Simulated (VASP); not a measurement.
Here is a VASP 6.6.1 calculation.

File INCAR:

```
SYSTEM = NbP
  ALGO = Normal
  EDIFF = 1E-7
  EDIFFG = -0.01
  ENCUT = 500
  GGA = PE
  GGA_COMPAT = .False.
  IBRION = 2
  ISIF = 4
  ISMEAR = 0
  LASPH = .True.
  LCHARG = .False.
  LREAL = .False.
  LWAVE = .False.
  NELM = 120
  NELMIN = 4
  NSW = 60
  PREC = Accurate
  SIGMA = 0.05
```

Contents of KPOINTS:

```
k-points
0
Gamma
  10 10 8
  0 0 0
```

Contents of POSCAR:

```
NbP
1.0
    3.2940310374      0.0000000000      0.0000000000
   -1.6470155187      2.8527145592      0.0000000000
    0.0000000000      0.0000000000      6.6713201046
Nb P
2 2
Direct
    0.0000000000      0.0000000000      0.0000000000
    0.0000000000      0.0000000000      0.5000000000
    0.3333333333      0.6666666667      0.2500000000
    0.6666666667      0.3333333333      0.7500000000
```

Potentials or basis: VASP PAW PBE potentials, release 64 (Nb_sv, P).

Command:

```sh
$ cat potpaw_PBE.64/Nb_sv/POTCAR potpaw_PBE.64/P/POTCAR > POTCAR
$ mpirun -np 1 vasp_std > vasp.out
```

**Question.** What does it give for the band gap on the k mesh?

**Answer.** Zero (bands 18 and 19 overlap by 0.53 eV).

Step by step:
```tsv
step	energy change (eV)	largest force (eV/Å)	pressure (GPa)	volume (Å³)
1	0.0000	0.0000	3.54	62.69
2	-0.0008	0.0000	3.36	62.69
3	-0.0009	0.0000	3.28	62.69
```
